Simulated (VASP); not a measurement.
# Ca7NiS8 (a cell with a defect) in VASP: single point with PBEsol+U

Aim: the single point of Ca7NiS8 (a cell with a defect) with PBEsol+U.

Everything below comes from runs of VASP 6.6.1. Logs are shortened: lines on timing, memory, paths and dates and some standing lists are left out, and cuts for length are marked.

## (1) The cell of the first run

The cell holds a defect, 16 atoms: a = 5.686 Å, b = 11.372 Å, c = 5.686 Å, α = 90.00°, β = 90.00°, γ = 90.00°.

## (2) Single point, PBEsol+U

Contents of INCAR:

```
PREC = Accurate
ENCUT = 520
EDIFF = 1E-6
ISMEAR = 0
SIGMA = 0.01
LREAL = Auto
LASPH = T
NELM = 150
ALGO = Normal
ISIF = 2
LWAVE = F
LCHARG = F
LMAXMIX = 4
LDAU = T
LDAUTYPE = 2
LDAUL = -1 -1 2
LDAUU = 0 0 6.2
LDAUJ = 0 0 0
LDAUPRINT = 1
GGA = PS
NBANDS = 78
```

Contents of KPOINTS:

```
Automatic mesh
0
Gamma
  2 1 2
```

Contents of POSCAR:

```
Ca7NiS8
1.0
    5.6860000000      0.0000000000      0.0000000000
    0.0000000000     11.3720000000      0.0000000000
    0.0000000000      0.0000000000      5.6860000000
Ca S Ni
7 8 1
Direct
    0.0052967200      0.9987385800      0.0033019300
    0.0019783800      0.5012016400      0.9913296300
    0.9932787300      0.2532701200      0.5009214700
    0.0005232600      0.7502530700      0.4980224500
    0.5054993900      0.0007644300      0.5100528500
    0.5074335100      0.4956409300      0.4990010700
    0.5162658500      0.2510591400      0.9977985600
    0.5012372400      0.0045836500      0.9984467300
    0.4970953500      0.5073970200      0.9932189700
    0.5003499800      0.2506277300      0.5025815700
    0.4894463900      0.7495108000      0.5062025300
    0.9995014800      0.9987073100      0.5054457100
    0.9852604700      0.5026085600      0.5016805400
    0.0131550100      0.2565175500      0.9956207500
    0.9941526800      0.7506626200      0.0069948600
    0.5077602400      0.7452301600      0.0031623300
```

Potentials or basis: VASP PAW PBE potentials, release 64 (Ca_sv, S, Ni).

Command:

```sh
$ cat potpaw_PBE.64/Ca_sv/POTCAR potpaw_PBE.64/S/POTCAR potpaw_PBE.64/Ni/POTCAR > POTCAR
$ mpirun -np 1 vasp_std > vasp.out
```

OUTCAR:

```text
PREC = Accurate
   ENCUT = 520
   EDIFF = 1E-6
   ISMEAR = 0
   LREAL = Auto
   LASPH = T
   NELM = 150
   ISIF = 2
   GGA = PS

 ion  position               nearest neighbor table
   1  0.005  0.999  0.003-   8 2.82  15 2.82  12 2.83  12 2.86   8 2.87  14 2.93
   2  0.002  0.501  0.991-  14 2.78  13 2.79   9 2.82  15 2.84   9 2.87  13 2.90
   3  0.993  0.253  0.501-  10 2.80  14 2.82  13 2.84  14 2.88  10 2.88  12 2.90
   4  0.001  0.750  0.498-  11 2.78  15 2.79  13 2.82  12 2.83  15 2.89  11 2.91
   5  0.505  0.001  0.510-   8 2.78  12 2.81  10 2.84  11 2.86  12 2.88   8 2.91
   6  0.507  0.496  0.499-  13 2.72  10 2.79   9 2.81   9 2.88  11 2.89  13 2.97
   7  0.516  0.251  0.998-   8 2.80  10 2.82  14 2.83  14 2.86  10 2.87   9 2.92
   8  0.501  0.005  0.998-   5 2.78   7 2.80   1 2.82   1 2.87   5 2.91
   9  0.497  0.507  0.993-  16 2.71   6 2.81   2 2.82   2 2.87   6 2.88   7 2.92
  10  0.500  0.251  0.503-   6 2.79   3 2.80   7 2.82   5 2.84   7 2.87   3 2.88
  11  0.489  0.750  0.506-   4 2.78  16 2.83   5 2.86  16 2.86   6 2.89   4 2.91
  12  1.000  0.999  0.505-   5 2.81   4 2.83   1 2.83   1 2.86   5 2.88   3 2.90
  13  0.985  0.503  0.502-   6 2.72   2 2.79   4 2.82   3 2.84   2 2.90   6 2.97
  14  0.013  0.257  0.996-   2 2.78   3 2.82   7 2.83   7 2.86   3 2.88   1 2.93
  15  0.994  0.751  0.007-  16 2.77   4 2.79   1 2.82   2 2.84   4 2.89  16 2.92
  16  0.508  0.745  0.003-   9 2.71  15 2.77  11 2.83  11 2.86  15 2.92

  LATTYP: Found a simple tetragonal cell.
 ALAT       =     5.6860000000
 C/A-ratio  =     2.0000000000

  Lattice vectors:

 A1 = (  -5.6860000000,   0.0000000000,   0.0000000000)
 A2 = (   0.0000000000,   0.0000000000,   5.6860000000)
 A3 = (   0.0000000000,  11.3720000000,   0.0000000000)

Analysis of symmetry for initial positions (statically):
=====================================================================
 Subroutine PRICEL returns:
 Original cell was already a primitive cell.

 Routine SETGRP: Setting up the symmetry group for a
 simple tetragonal supercell.

 Subroutine GETGRP returns: Found  1 space group operations
 (whereof  1 operations were pure point group operations)
 out of a pool of 16 trial point group operations.

The static configuration has the point symmetry C_1 .

Analysis of symmetry for dynamics (positions and initial velocities):
=====================================================================
 Subroutine PRICEL returns:
 Original cell was already a primitive cell.

 Routine SETGRP: Setting up the symmetry group for a
 simple tetragonal supercell.

 Subroutine GETGRP returns: Found  1 space group operations
 (whereof  1 operations were pure point group operations)
 out of a pool of 16 trial point group operations.

The dynamic configuration has the point symmetry C_1 .

 Subroutine INISYM returns: Found  1 space group operations
 (whereof  1 operations are pure point group operations),
 and found     1 'primitive' translations

----------------------------------------------------------------------------------------

                                     Primitive cell

  volume of cell :     367.6635

  direct lattice vectors                    reciprocal lattice vectors
     5.686000000  0.000000000  0.000000000     0.175870559  0.000000000  0.000000000
     0.000000000 11.372000000  0.000000000     0.000000000  0.087935280  0.000000000
     0.000000000  0.000000000  5.686000000     0.000000000  0.000000000  0.175870559

  length of vectors
     5.686000000 11.372000000  5.686000000     0.175870559  0.087935280  0.175870559

  position of ions in fractional coordinates (direct lattice)
     0.005296720  0.998738580  0.003301930
     0.001978380  0.501201640  0.991329630
     0.993278730  0.253270120  0.500921470
     0.000523260  0.750253070  0.498022450
     0.505499390  0.000764430  0.510052850
[... 78 lines left out ...]
   LASPH  =      T    aspherical Exc in radial PAW
   ENCUT  =  520.0 eV  38.22 Ry    6.18 a.u.  10.57 21.14 10.57*2*pi/ulx,y,z
   NELM   =    150;   NELMIN=  2; NELMDL= -5     # of ELM steps
   EDIFF  = 0.1E-05   stopping-criterion for ELM
   LREAL  =      T    real-space projection
   EDIFFG = 0.1E-04   stopping-criterion for IOM
   NSW    =      0    number of steps for IOM
   IBRION =     -1    ionic relax: 0-MD 1-quasi-New 2-CG
   NFREE  =      0    steps in history (QN), initial steepest desc. (CG)
   ISIF   =      2    stress and relaxation
   ISYM   =      2    0-nonsym 1-usesym 2-fastsym
   POTIM  = 0.5000    time-step for ionic-motion
   TEBEG  =    0.0;   TEEND  =   0.0 temperature during run
   PSTRESS=    0.0 pullay stress
   NELECT =     128.0000    total number of electrons
   NUPDOWN=      -1.0000    fix difference up-down
   EMIN   =  10.00;   EMAX   =-10.00  energy-range for DOS
   EFERMI =   0.00;   METHOD = LEGACY
   ISMEAR =     0;   SIGMA  =   0.01  broadening in eV -4-tet -1-fermi 0-gaus
   EFERMI_NEDOS =   21; number of points for ismear=-14 and -15
   IALGO  =     38    algorithm
   IMIX   =      4    mixing-type and parameters
     AMIX     =   0.40;   BMIX     =  1.00
     AMIX_MAG =   1.60;   BMIX_MAG =  1.00
  volume/ion in A,a.u.               =      22.98       155.07
  Fermi-wavevector in a.u.,A,eV,Ry     =   1.151670  2.176340 18.045996  1.326343
  Thomas-Fermi vector in A             =   2.288326
   LORBIT       =      0    0 simple, 1 ext, 2 COOP (PROOUT), +10 PAW based schemes
 LDA+U is selected, type is set to LDAUTYPE =  2
   angular momentum for each species LDAUL =    -1   -1    2
   U (eV)           for each species LDAUU =   0.0  0.0  6.2
   J (eV)           for each species LDAUJ =   0.0  0.0  0.0
   GGA     = PS    functional components
   LHFCALC =     F    Hartree Fock is set to
   AEXX    =    0.0000 exact exchange contribution
   IVDW    =     0    specifies the selected vdW correction
   LEPSILON=     F    determine dielectric tensor
   LRPA    =     F    only Hartree local field effects (RPA)
 non-spin polarized calculation
 Gauss-broadening in eV      SIGMA  =   0.01
  energy-cutoff  :      520.00
  volume of cell :      367.66
 maximum number of plane-waves:      9922
   NGX = 21   NGY = 43   NGZ = 21

atom =  16  type =  3  l = 2

 onsite density matrix

spin component  1

  0.9623  0.0000  0.0016  0.0000  0.0022
  0.0000  0.9624  0.0019  0.0000  0.0026
  0.0016  0.0019  0.7681 -0.0004 -0.1514
  0.0000  0.0000 -0.0004  0.9603 -0.0007
  0.0022  0.0026 -0.1514 -0.0007  0.5877

spin component  2

  0.9623  0.0000  0.0016  0.0000  0.0022
  0.0000  0.9624  0.0019  0.0000  0.0026
  0.0016  0.0019  0.7681 -0.0004 -0.1514
  0.0000  0.0000 -0.0004  0.9603 -0.0007
  0.0022  0.0026 -0.1514 -0.0007  0.5877

 occupancies and eigenvectors

  o =  0.5016  v =  0.0060  0.0069 -0.4939 -0.0018 -0.8695  0.0000  0.0000  0.0000  0.0000  0.0000      0.0000  0.0000  0.0000  0.0000  0.0000  0.0000  0.0000  0.0000  0.0000  0.0000
  o =  0.5016  v =  0.0000  0.0000  0.0000  0.0000  0.0000  0.0060  0.0069 -0.4939 -0.0018 -0.8695      0.0000  0.0000  0.0000  0.0000  0.0000  0.0000  0.0000  0.0000  0.0000  0.0000
  o =  0.8541  v =  0.0000  0.0000  0.0000  0.0000  0.0000 -0.0027 -0.0030  0.8695  0.0001 -0.4940      0.0000  0.0000  0.0000  0.0000  0.0000  0.0000  0.0000  0.0000  0.0000  0.0000
  o =  0.8541  v = -0.0027 -0.0030  0.8695  0.0001 -0.4940  0.0000  0.0000  0.0000  0.0000  0.0000      0.0000  0.0000  0.0000  0.0000  0.0000  0.0000  0.0000  0.0000  0.0000  0.0000
  o =  0.9603  v = -0.0026 -0.0120 -0.0011  0.9999 -0.0016  0.0000  0.0000  0.0000  0.0000  0.0000      0.0000  0.0000  0.0000  0.0000  0.0000  0.0000  0.0000  0.0000  0.0000  0.0000
  o =  0.9603  v =  0.0000  0.0000  0.0000  0.0000  0.0000 -0.0026 -0.0120 -0.0011  0.9999 -0.0016      0.0000  0.0000  0.0000  0.0000  0.0000  0.0000  0.0000  0.0000  0.0000  0.0000
  o =  0.9623  v =  0.0000  0.0000  0.0000  0.0000  0.0000  0.9897 -0.1433  0.0044  0.0009  0.0032      0.0000  0.0000  0.0000  0.0000  0.0000  0.0000  0.0000  0.0000  0.0000  0.0000
  o =  0.9623  v =  0.9897 -0.1433  0.0044  0.0009  0.0032  0.0000  0.0000  0.0000  0.0000  0.0000      0.0000  0.0000  0.0000  0.0000  0.0000  0.0000  0.0000  0.0000  0.0000  0.0000
  o =  0.9625  v =  0.0000  0.0000  0.0000  0.0000  0.0000 -0.1433 -0.9896 -0.0067 -0.0123 -0.0050      0.0000  0.0000  0.0000  0.0000  0.0000  0.0000  0.0000  0.0000  0.0000  0.0000
  o =  0.9625  v = -0.1433 -0.9896 -0.0067 -0.0123 -0.0050  0.0000  0.0000  0.0000  0.0000  0.0000      0.0000  0.0000  0.0000  0.0000  0.0000  0.0000  0.0000  0.0000  0.0000  0.0000

 number of electron     127.9999995 magnetization

 Free energy of the ion-electron system (eV)
  ---------------------------------------------------
  ext. energy  EPLUGINS =         0.00000000
  ---------------------------------------------------
  free energy    TOTEN  =       -80.99679427 eV

  energy without entropy =      -80.99679427  energy(sigma->0) =      -80.99679427

 E-fermi :   2.9906     XC(G=0):  -9.5005

 val. band max:        2.8402841880   @ k =   0.0000   0.0000   0.0000
 cond. band min:       3.3210404488   @ k =   0.5000   0.0000   0.5000
 fundamental gap:      0.4807562608
 Fermi energy:         2.9906072508

 k-point     1 :       0.0000    0.0000    0.0000
  band No.  band energies     occupation
      1     -36.7676      2.00000
      2     -36.5806      2.00000
      3     -36.4894      2.00000
      4     -36.4342      2.00000
      5     -36.4326      2.00000
      6     -36.3971      2.00000
[... 305 lines left out ...]
     75       7.9519      0.00000
     76       8.0194      0.00000
 [bands above 76 left out]

------------------------ aborting loop because EDIFF is reached ----------------------------------------

  FORCE on cell =-STRESS in cart. coord.  units (eV):
  Direction    XX          YY          ZZ          XY          YZ          ZX
  --------------------------------------------------------------------------------------
  -------------------------------------------------------------------------------------
  Total       -7.0316671     -8.9501424     -7.1531790     -0.0448846      0.0244092      0.0044035
  in kB      -30.6420858    -39.0022773    -31.1716015     -0.1955947      0.1063687      0.0191891
  external PRESSURE =     -33.6053215 kB  Pullay stress =       0.0000000 kB

 VOLUME and BASIS-vectors are now :
 -----------------------------------------------------------------------------
  energy-cutoff  :      520.00
  volume of cell :      367.66
      direct lattice vectors                 reciprocal lattice vectors
     5.686000000  0.000000000  0.000000000     0.175870559  0.000000000  0.000000000
     0.000000000 11.372000000  0.000000000     0.000000000  0.087935280  0.000000000
     0.000000000  0.000000000  5.686000000     0.000000000  0.000000000  0.175870559

 POSITION                                       TOTAL-FORCE (eV/Angst)
 -----------------------------------------------------------------------------------
      0.03012     11.35766      0.01877        -0.022845     -0.147552      0.022605
      0.01125      5.69967      5.63670        -0.016107      0.392301      0.193682
      5.64778      2.88019      2.84824         0.253129     -0.122794     -0.090161
      0.00298      8.53188      2.83176        -0.163510     -0.002980      0.132018
      2.87427      0.00869      2.90016        -0.111574     -0.333750     -0.209741
      2.88527      5.63643      2.83732        -0.361231      0.552722     -0.102027
[... 8 lines left out ...]
      5.65275      8.53654      0.03977        -0.141477     -0.064393     -0.176630
      2.88712      8.47476      0.01798         0.021805     -0.201398     -0.064329
 -----------------------------------------------------------------------------------
    total drift:                                0.002005      0.001049     -0.003042

  FREE ENERGIE OF THE ION-ELECTRON SYSTEM (eV)
  ---------------------------------------------------
  free  energy   TOTEN  =       -80.9967942652 eV

  energy  without entropy=      -80.9967942652  energy(sigma->0) =      -80.99679427
```

Run time: 6.6 min. Hardware: 1 thread of Intel Xeon 8259CL, shared host; peak memory 0.42 GiB.

What came out:

- Free energy: -80.9968 eV
- Pressure: -3.4 GPa
- Largest force: 0.990 eV/Å
- Band gap on the k mesh: zero (bands 64 and 65 overlap by 0.48 eV)

Forces in eV/Å, atoms in the order of the input:
```
Ca  -0.023 -0.148  0.023
Ca  -0.016  0.392  0.194
Ca   0.253 -0.123 -0.090
Ca  -0.164 -0.003  0.132
Ca  -0.112 -0.334 -0.210
Ca  -0.361  0.553 -0.102
Ca  -0.182  0.010  0.098
S    0.079 -0.796  0.225
S    0.072  0.970  0.186
S   -0.048 -0.011 -0.115
S    0.309 -0.075 -0.002
S    0.031  0.277 -0.082
S    0.388 -0.232 -0.170
S   -0.107 -0.216  0.154
S   -0.141 -0.064 -0.177
Ni   0.022 -0.201 -0.064
```

Levels at points of the mesh, in eV from the Fermi level:
```
           k point  band 60  band 61  band 62  band 63  band 64  band 65  band 66  band 67  band 68  band 69
(0.00, 0.00, 0.00)    -0.91    -0.91    -0.44    -0.39    -0.38    -0.15     1.88     2.03     2.05     2.30
(0.50, 0.00, 0.00)    -1.03    -1.01    -0.94    -0.85    -0.78     0.37     2.60     2.92     3.95     4.11
(0.00, 0.00, 0.50)    -1.09    -1.01    -0.93    -0.83    -0.75     0.37     2.60     2.96     3.94     4.25
(0.50, 0.00, 0.50)    -1.37    -1.34    -1.34    -1.29     0.33     0.59     4.32     4.46     4.47     4.53
```

Eigenvalues of the final occupation matrices:
```csv
site,spin,trace,eigenvalues
site 16 d,1,4.24,0.50 0.85 0.96 0.96 0.96
site 16 d,2,4.24,0.50 0.85 0.96 0.96 0.96
```

Caveat: the k points lie up to 0.55 Å⁻¹ apart; the PAW data sets were made with another functional, which shifts forces and pressure a little; the run has no spin polarisation, though such a crystal can be magnetic; U without spin polarisation on a metal has little footing.

The gap in the log of VASP goes by the Fermi energy; the results here count the filled bands.